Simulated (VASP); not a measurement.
# Bi (Fd-3m) in VASP: a series of runs

Runs on Bi. Level: PBEsol. Tasks: density of states.

Everything below comes from runs of VASP 6.6.1. Logs are shortened: lines on timing, memory, paths and dates and some standing lists are left out, and cuts for length are marked.

## Step 1: The cell of the first run

It takes space group Fd-3m (No. 227, cubic). Conventional cell: a = 5.409 Å, b = 5.409 Å, c = 5.409 Å, α = 90.00°, β = 90.00°, γ = 90.00°. Within 3.1 Å of Bi (site symmetry -43m) lie 4 Bi at 2.34 Å.

## Step 2: Density of states, PBEsol (volume scaled by 0.43)

Input file POSCAR:

```
Bi
1.0
    0.0000000000      2.7045994749      2.7045994749
    2.7045994749      0.0000000000      2.7045994749
    2.7045994749      2.7045994749      0.0000000000
Bi
2
Direct
   -0.1250000000     -0.1250000000     -0.1250000000
    0.1250000000      0.1250000000      0.1250000000
```

Input file INCAR.step1:

```
SYSTEM = Bi
PREC = Accurate
ENCUT = 520
EDIFF = 1E-7
ISMEAR = -1
SIGMA = 0.08
LREAL = .False.
LASPH = .True.
NELM = 80
ALGO = Normal
ISIF = 2
LWAVE = .False.
LCHARG = .True.
GGA = PS
NBANDS = 22
```

Input file KPOINTS.step1:

```
Automatic mesh
0
Gamma
  11 11 11
  0 0 0
```

Input file INCAR.step2:

```
SYSTEM = Bi
PREC = Accurate
ENCUT = 520
EDIFF = 1E-7
ISMEAR = -5
SIGMA = 0.08
LREAL = .False.
LASPH = .True.
NELM = 80
ALGO = Normal
ISIF = 2
LWAVE = .False.
LCHARG = .False.
GGA = PS
LORBIT = 11
NEDOS = 1001
ICHARG = 11
```

Input file KPOINTS.step2:

```
Automatic mesh
0
Gamma
  17 17 17
  0 0 0
```

Potentials or basis: VASP PAW PBE potentials, release 64 (Bi_d).

Started as:

```
$ cat potpaw_PBE.64/Bi_d/POTCAR > POTCAR
$ cp INCAR.step1 INCAR
$ cp KPOINTS.step1 KPOINTS
$ mpirun -np 1 vasp_std > vasp.out
$ cp INCAR.step2 INCAR
$ cp KPOINTS.step2 KPOINTS
$ mpirun -np 1 vasp_std > vasp.out
```

OUTCAR:

```text
SYSTEM = Bi
   PREC = Accurate
   ENCUT = 520
   EDIFF = 1E-7
   ISMEAR = -5
   LREAL = .False.
   LASPH = .True.
   NELM = 80
   ISIF = 2
   GGA = PS
   LORBIT = 11
   ICHARG = 11

 ion  position               nearest neighbor table
   1  0.875  0.875  0.875-   2 2.34   2 2.34   2 2.34   2 2.34
   2  0.125  0.125  0.125-   1 2.34   1 2.34   1 2.34   1 2.34

  LATTYP: Found a face centered cubic cell.
 ALAT       =     5.4091989498

  Lattice vectors:

 A1 = (   0.0000000000,   2.7045994749,   2.7045994749)
 A2 = (   2.7045994749,   0.0000000000,   2.7045994749)
 A3 = (   2.7045994749,   2.7045994749,   0.0000000000)

Analysis of symmetry for initial positions (statically):
=====================================================================
 Subroutine PRICEL returns:
 Original cell was already a primitive cell.

 Routine SETGRP: Setting up the symmetry group for a
 face centered cubic supercell.

 Subroutine GETGRP returns: Found 48 space group operations
 (whereof 12 operations were pure point group operations)
 out of a pool of 48 trial point group operations.

The static configuration has the point symmetry D_3d.
 The point group associated with its full space group is O_h .

Analysis of symmetry for dynamics (positions and initial velocities):
=====================================================================
 Subroutine PRICEL returns:
 Original cell was already a primitive cell.

 Routine SETGRP: Setting up the symmetry group for a
 face centered cubic supercell.

 Subroutine GETGRP returns: Found 48 space group operations
 (whereof 12 operations were pure point group operations)
 out of a pool of 48 trial point group operations.

The dynamic configuration has the point symmetry D_3d.
 The point group associated with its full space group is O_h .

 Subroutine INISYM returns: Found 48 space group operations
 (whereof 12 operations are pure point group operations),
 and found     1 'primitive' translations

----------------------------------------------------------------------------------------

                                     Primitive cell

  volume of cell :      39.5675

  direct lattice vectors                    reciprocal lattice vectors
     0.000000000  2.704599475  2.704599475    -0.184870257  0.184870257  0.184870257
     2.704599475  0.000000000  2.704599475     0.184870257 -0.184870257  0.184870257
     2.704599475  2.704599475  0.000000000     0.184870257  0.184870257 -0.184870257

  length of vectors
     3.824881258  3.824881258  3.824881258     0.320204678  0.320204678  0.320204678

  position of ions in fractional coordinates (direct lattice)
     0.875000000  0.875000000  0.875000000
     0.125000000  0.125000000  0.125000000

  ion indices of the primitive-cell ions
   primitive index   ion index
                 1           1
                 2           2

----------------------------------------------------------------------------------------

 KPOINTS: Automatic mesh

Automatic generation of k-mesh.
 Grid dimensions read from file:
 generate k-points for:   17   17   17

 Generating k-lattice:

  Cartesian coordinates                     Fractional coordinates (reciprocal lattice)
    -0.010874721  0.010874721  0.010874721     0.058823529  0.000000000  0.000000000
     0.010874721 -0.010874721  0.010874721     0.000000000  0.058823529  0.000000000
     0.010874721  0.010874721 -0.010874721     0.000000000  0.000000000  0.058823529

  Length of vectors
     0.018835569  0.018835569  0.018835569

  Shift w.r.t. Gamma in fractional coordinates (k-lattice)
     0.000000000  0.000000000  0.000000000

 TETIRR: Found    693 inequivalent tetrahedra from    29478

 Subroutine IBZKPT returns following result:
 ===========================================

 Found    165 irreducible k-points:

 Following reciprocal coordinates:
            Coordinates               Weight
  0.000000  0.000000  0.000000      1.000000
  0.058824  0.000000  0.000000      8.000000
  0.117647  0.000000  0.000000      8.000000
  0.176471  0.000000  0.000000      8.000000
  0.235294  0.000000  0.000000      8.000000
  0.294118  0.000000  0.000000      8.000000
[... 16 lines left out ...]
 -0.176471  0.058824  0.000000     24.000000
 -0.117647  0.058824  0.000000     24.000000
 [... further k-points ...]
   k-points           NKPTS =    165   k-points in BZ     NKDIM =    165   number of bands    NBANDS=     19
   number of dos      NEDOS =   1001   number of ions     NIONS =      2
   total plane-waves  NPLWV =  21952
   dimension x,y,z NGX =    28 NGY =   28 NGZ =   28
   dimension x,y,z NGXF=    56 NGYF=   56 NGZF=   56
   ions per type =               2
   NGX,Y,Z   is equivalent  to a cutoff of  12.17, 12.17, 12.17 a.u.
   NGXF,Y,Z  is equivalent  to a cutoff of  24.34, 24.34, 24.34 a.u.
 SYSTEM =  Bi
   PREC   = accura    normal or accurate (medium, high low for compatibility)
   ISTART =      0    job   : 0-new  1-cont  2-samecut
   ICHARG =     11    charge: 1-file 2-atom 10-const
   ISPIN  =      1    spin polarized calculation?
   LNONCOLLINEAR =      F non collinear calculations
   LSORBIT =      F    spin-orbit coupling
   LASPH  =      T    aspherical Exc in radial PAW
   ENCUT  =  520.0 eV  38.22 Ry    6.18 a.u.   7.11  7.11  7.11*2*pi/ulx,y,z
   NELM   =     80;   NELMIN=  2; NELMDL=  0     # of ELM steps
   EDIFF  = 0.1E-06   stopping-criterion for ELM
   LREAL  =      F    real-space projection
   EDIFFG = 0.1E-05   stopping-criterion for IOM
   NSW    =      0    number of steps for IOM
   IBRION =     -1    ionic relax: 0-MD 1-quasi-New 2-CG
   NFREE  =      0    steps in history (QN), initial steepest desc. (CG)
   ISIF   =      2    stress and relaxation
   ISYM   =      2    0-nonsym 1-usesym 2-fastsym
   POTIM  = 0.5000    time-step for ionic-motion
   TEBEG  =    0.0;   TEEND  =   0.0 temperature during run
   PSTRESS=    0.0 pullay stress
   NELECT =      30.0000    total number of electrons
   NUPDOWN=      -1.0000    fix difference up-down
   EMIN   =  10.00;   EMAX   =-10.00  energy-range for DOS
   EFERMI =   0.00;   METHOD = LEGACY
   ISMEAR =    -5;   SIGMA  =   0.08  broadening in eV -4-tet -1-fermi 0-gaus
   EFERMI_NEDOS =   21; number of points for ismear=-14 and -15
   IALGO  =     38    algorithm
   IMIX   =      4    mixing-type and parameters
     AMIX     =   0.40;   BMIX     =  1.00
     AMIX_MAG =   1.60;   BMIX_MAG =  1.00
  volume/ion in A,a.u.               =      19.78       133.51
  Fermi-wavevector in a.u.,A,eV,Ry     =   1.492802  2.820987 30.320021  2.228459
  Thomas-Fermi vector in A             =   2.605284
   LORBIT       =     11    0 simple, 1 ext, 2 COOP (PROOUT), +10 PAW based schemes
   GGA     = PS    functional components
   LHFCALC =     F    Hartree Fock is set to
   AEXX    =    0.0000 exact exchange contribution
   IVDW    =     0    specifies the selected vdW correction
   LEPSILON=     F    determine dielectric tensor
   LRPA    =     F    only Hartree local field effects (RPA)
 non-spin polarized calculation
 Fermi weights with tetrahedron method with Bloechl corrections
  energy-cutoff  :      520.00
  volume of cell :       39.57
 maximum number of plane-waves:      1079

 number of electron      30.0000004 magnetization

 Free energy of the ion-electron system (eV)
  ---------------------------------------------------
  ext. energy  EPLUGINS =         0.00000000
  ---------------------------------------------------
  free energy    TOTEN  =         5.27940361 eV

  energy without entropy =        5.27940361  energy(sigma->0) =        5.27940361

 E-fermi :  15.9314     XC(G=0): -12.4961

 val. band max:       15.9339778165   @ k =   0.4118   0.2353   0.1176
 cond. band min:      15.9436053621   @ k =   0.3529   0.2353   0.0000
 fundamental gap:      0.0096275456
 Fermi energy:        15.9313835264

 k-point     1 :       0.0000    0.0000    0.0000
  band No.  band energies     occupation
      1     -11.0463      2.00000
      2     -11.0463      2.00000
      3     -11.0463      2.00000
      4     -10.7510      2.00000
      5     -10.7510      2.00000
      6      -9.0322      2.00000
[... 11 lines left out ...]
     18      16.1614      0.00000
     19      17.5876      0.00000

 k-point     2 :       0.0588    0.0000    0.0000
  band No.  band energies     occupation
      1     -11.0648      2.00000
      2     -11.0648      2.00000
      3     -11.0448      2.00000
      4     -10.7249      2.00000
      5     -10.7249      2.00000
      6      -9.0493      2.00000
[... 11 lines left out ...]
     18      16.4190      0.00000
     19      18.1567      0.00000

 k-point     3 :       0.1176    0.0000    0.0000
  band No.  band energies     occupation
      1     -11.1046      2.00000
      2     -11.1046      2.00000
      3     -11.0405      2.00000
      4     -10.6643      2.00000
      5     -10.6643      2.00000
      6      -9.0974      2.00000
[... 11 lines left out ...]
     18      17.1627      0.00000
     19      19.2729      0.00000

 k-point     4 :       0.1765    0.0000    0.0000
  band No.  band energies     occupation
      1     -11.1454      2.00000
      2     -11.1454      2.00000
      3     -11.0341      2.00000
      4     -10.5940      2.00000
      5     -10.5940      2.00000
      6      -9.1673      2.00000
[... 11 lines left out ...]
     18      18.1357      0.00000
     19      19.6396      0.00000

 k-point     5 :       0.2353    0.0000    0.0000
  band No.  band energies     occupation
      1     -11.1781      2.00000
      2     -11.1781      2.00000
      3     -11.0265      2.00000
      4     -10.5295      2.00000
      5     -10.5295      2.00000
      6      -9.2478      2.00000
[... 11 lines left out ...]
     18      19.2538      0.00000
     19      19.3117      0.00000

 k-point     6 :       0.2941    0.0000    0.0000
  band No.  band energies     occupation
      1     -11.2006      2.00000
      2     -11.2006      2.00000
      3     -11.0185      2.00000
      4     -10.4796      2.00000
      5     -10.4796      2.00000
      6      -9.3275      2.00000
[... 11 lines left out ...]
     18      18.9064      0.00000
     19      20.5068      0.00000

 k-point     7 :       0.3529    0.0000    0.0000
  band No.  band energies     occupation
      1     -11.2135      2.00000
      2     -11.2135      2.00000
      3     -11.0112      2.00000
      4     -10.4472      2.00000
      5     -10.4472      2.00000
      6      -9.3965      2.00000
[... 11 lines left out ...]
     18      18.5659      0.00000
     19      21.8759      0.00000

 k-point     8 :       0.4118    0.0000    0.0000
  band No.  band energies     occupation
      1     -11.2196      2.00000
      2     -11.2196      2.00000
      3     -11.0056      2.00000
      4     -10.4303      2.00000
      5     -10.4303      2.00000
      6      -9.4470      2.00000
[... 256 lines left out ...]
 k-point    20 :      -0.3529    0.0588    0.0000
  band No.  band energies     occupation
      1     -11.2380      2.00000
      2     -11.2276      2.00000
      3     -10.9803      2.00000
      4     -10.4565      2.00000
      5     -10.3899      2.00000
      6      -9.4496      2.00000
[... 11 lines left out ...]
     18      19.2815      0.00000
     19      21.7896      0.00000

 k-point    21 :      -0.2941    0.0588    0.0000
  band No.  band energies     occupation
      1     -11.2317      2.00000
      2     -11.2057      2.00000
      3     -10.9964      2.00000
      4     -10.4896      2.00000
      5     -10.4123      2.00000
      6      -9.3940      2.00000
[... 11 lines left out ...]
     18      19.4034      0.00000
     19      20.6526      0.00000

 k-point    22 :      -0.2353    0.0588    0.0000
  band No.  band energies     occupation
      1     -11.2150      2.00000
      2     -11.1766      2.00000
      3     -11.0145      2.00000
      4     -10.5342      2.00000
      5     -10.4576      2.00000
      6      -9.3273      2.00000
[... 11 lines left out ...]
     18      19.2014      0.00000
     19      19.9826      0.00000

 k-point    23 :      -0.1765    0.0588    0.0000
  band No.  band energies     occupation
      1     -11.1864      2.00000
      2     -11.1405      2.00000
      3     -11.0318      2.00000
      4     -10.5899      2.00000
      5     -10.5227      2.00000
      6      -9.2542      2.00000
[... 11 lines left out ...]
     18      18.6950      0.00000
     19      19.9393      0.00000

 k-point    24 :      -0.1176    0.0588    0.0000
  band No.  band energies     occupation
      1     -11.1471      2.00000
      2     -11.0999      2.00000
      3     -11.0461      2.00000
      4     -10.6509      2.00000
      5     -10.5985      2.00000
      6      -9.1790      2.00000
[... 11 lines left out ...]
     18      18.2164      0.00000
     19      19.7483      0.00000

 [... further k-points ...]
[... 5 lines left out ...]
  --------------------------------------------------------------------------------------
  -------------------------------------------------------------------------------------
  Total       43.2039713     43.2039713     43.2039713      0.0000000     -0.0000000      0.0000000
  in kB     1749.4251964   1749.4251964   1749.4251964      0.0000000     -0.0000000      0.0000000
  external PRESSURE =    1749.4251964 kB  Pullay stress =       0.0000000 kB

 VOLUME and BASIS-vectors are now :
 -----------------------------------------------------------------------------
  energy-cutoff  :      520.00
  volume of cell :       39.57
      direct lattice vectors                 reciprocal lattice vectors
     0.000000000  2.704599475  2.704599475    -0.184870257  0.184870257  0.184870257
     2.704599475  0.000000000  2.704599475     0.184870257 -0.184870257  0.184870257
     2.704599475  2.704599475  0.000000000     0.184870257  0.184870257 -0.184870257

 POSITION                                       TOTAL-FORCE (eV/Angst)
 -----------------------------------------------------------------------------------
      4.73305      4.73305      4.73305         0.000000      0.000000      0.000000
      0.67615      0.67615      0.67615        -0.000000     -0.000000     -0.000000
 -----------------------------------------------------------------------------------
    total drift:                                0.000000     -0.000000     -0.000000

  FREE ENERGIE OF THE ION-ELECTRON SYSTEM (eV)
  ---------------------------------------------------
  free  energy   TOTEN  =         5.2794036060 eV

  energy  without entropy=        5.2794036060  energy(sigma->0) =        5.27940361

 total charge

# of ion       s       p       d       tot
------------------------------------------
    1        1.580   2.164  10.202  13.946
    2        1.580   2.164  10.202  13.946
--------------------------------------------------
tot          3.159   4.329  20.404  27.892
```

It took 2.7 min on 1 thread of Intel Xeon Platinum 8259CL at 2.50GHz (Skylake/Cascade Lake), shared host; peak memory 0.22 GiB.

What came out:

```
Valence electrons inside the program's atomic spheres : Bi 13.95
```

Caveat: the cell differs from its parent crystal (volume scaled by 0.43); the PAW data sets were made with another functional, which shifts forces and pressure a little; spin-orbit coupling is left out, which moves the levels of the heavy elements; tetrahedron occupations give inexact forces and stress in metals.

## Step 3: Density of states, PBEsol

This run uses another cell than the first one, of 46.01 Å³/atom, 2.326 times its volume.

Input file POSCAR:

```
Bi
1.0
    0.0000000000      3.5832750106      3.5832750106
    3.5832750106      0.0000000000      3.5832750106
    3.5832750106      3.5832750106      0.0000000000
Bi
2
Direct
   -0.1250000000     -0.1250000000     -0.1250000000
    0.1250000000      0.1250000000      0.1250000000
```

Input file INCAR.step1:

```
ALGO = Normal ; EDIFF = 1E-6
ENCUT = 520 ; GGA = PS
ISIF = 2 ; ISMEAR = -1
LASPH = True ; LCHARG = True
LREAL = False ; LWAVE = False
NBANDS = 22 ; NELM = 80
PREC = Accurate ; SIGMA = 0.08
```

Input file KPOINTS.step1:

```
k-points
0
Gamma
  11 11 11
```

Input file INCAR.step2:

```
ALGO = Normal ; EDIFF = 1E-6
ENCUT = 520 ; GGA = PS
ICHARG = 11 ; ISIF = 2
ISMEAR = -5 ; LASPH = True
LCHARG = False ; LORBIT = 10
LREAL = False ; LWAVE = False
NBANDS = 22 ; NEDOS = 2001
NELM = 80 ; PREC = Accurate
SIGMA = 0.08
```

Input file KPOINTS.step2:

```
k-points
0
Gamma
  17 17 17
```

Potentials or basis: VASP PAW PBE potentials, release 64 (Bi_d).

Started as:

```
$ cat potpaw_PBE.64/Bi_d/POTCAR > POTCAR
$ cp INCAR.step1 INCAR
$ cp KPOINTS.step1 KPOINTS
$ mpirun -np 1 vasp_std > vasp.out
$ cp INCAR.step2 INCAR
$ cp KPOINTS.step2 KPOINTS
$ mpirun -np 1 vasp_std > vasp.out
```

It took 7.4 min on 1 thread of Intel Xeon Platinum 8259CL at 2.50GHz (Skylake/Cascade Lake), shared host; peak memory 0.4 GiB.

It converged, with:

| Quantity | Value |
| --- | --- |
| Valence electrons inside the program's atomic spheres | Bi 12.80 |

Levels at points of the mesh, in eV from the Fermi level:
```csv
k point,band 12,band 13,band 14,band 15,band 16,band 17,band 18,band 19
"(0.00, 0.00, 0.00)",-7.66,-1.28,-1.28,-1.28,0.93,0.93,0.93,3.24
```

Caveat: the PAW data sets were made with another functional, which shifts forces and pressure a little; spin-orbit coupling is left out, which moves the levels of the heavy elements; tetrahedron occupations give inexact forces and stress in metals.

## Step 4: Density of states, PBEsol

This run uses another cell than the first one, of 46.01 Å³/atom, 2.326 times its volume.

POSCAR is that of step 3.

Input file INCAR.step1:

```
SYSTEM = Bi
  ALGO = Normal
  EDIFF = 1E-6
  ENCUT = 520
  GGA = PS
  ISIF = 2
  ISMEAR = -1
  LASPH = .TRUE.
  LCHARG = .TRUE.
  LREAL = .FALSE.
  LWAVE = .FALSE.
  NBANDS = 22
  NELM = 80
  PREC = Accurate
  SIGMA = 0.08
```

Input file KPOINTS.step1:

```
k-points
0
G
  11 11 11
  0 0 0
```

Input file INCAR.step2:

```
SYSTEM = Bi
  ALGO = Normal
  EDIFF = 1E-6
  ENCUT = 520
  GGA = PS
  ICHARG = 11
  ISIF = 2
  ISMEAR = -5
  LASPH = .TRUE.
  LCHARG = .FALSE.
  LORBIT = 11
  LREAL = .FALSE.
  LWAVE = .FALSE.
  NEDOS = 1001
  NELM = 80
  PREC = Accurate
  SIGMA = 0.08
```

Input file KPOINTS.step2:

```
k-points
0
G
  17 17 17
  0 0 0
```

Started as:

```
$ cat potpaw_PBE.64/Bi_d/POTCAR > POTCAR
$ cp INCAR.step1 INCAR
$ cp KPOINTS.step1 KPOINTS
$ mpirun -np 1 vasp_std > vasp.out
$ cp INCAR.step2 INCAR
$ cp KPOINTS.step2 KPOINTS
$ mpirun -np 1 vasp_std > vasp.out
```

Run time: 6.6 min. Hardware: 1 thread of Intel Xeon Platinum 8259CL at 2.50GHz (Skylake/Cascade Lake), shared host; peak memory 0.38 GiB.

Results (log left out):

```yaml
Valence_electrons_inside_the_program's_atomic_spheres: Bi 12.80
```

Levels at points of the mesh, in eV from the Fermi level:
| k point | band 12 | band 13 | band 14 | band 15 | band 16 | band 17 | band 18 | band 19 |
| --- | --- | --- | --- | --- | --- | --- | --- | --- |
| (0.00, 0.00, 0.00) | -7.66 | -1.28 | -1.28 | -1.28 | 0.93 | 0.93 | 0.93 | 3.24 |

Caveat: the PAW data sets were made with another functional, which shifts forces and pressure a little; spin-orbit coupling is left out, which moves the levels of the heavy elements; tetrahedron occupations give inexact forces and stress in metals.
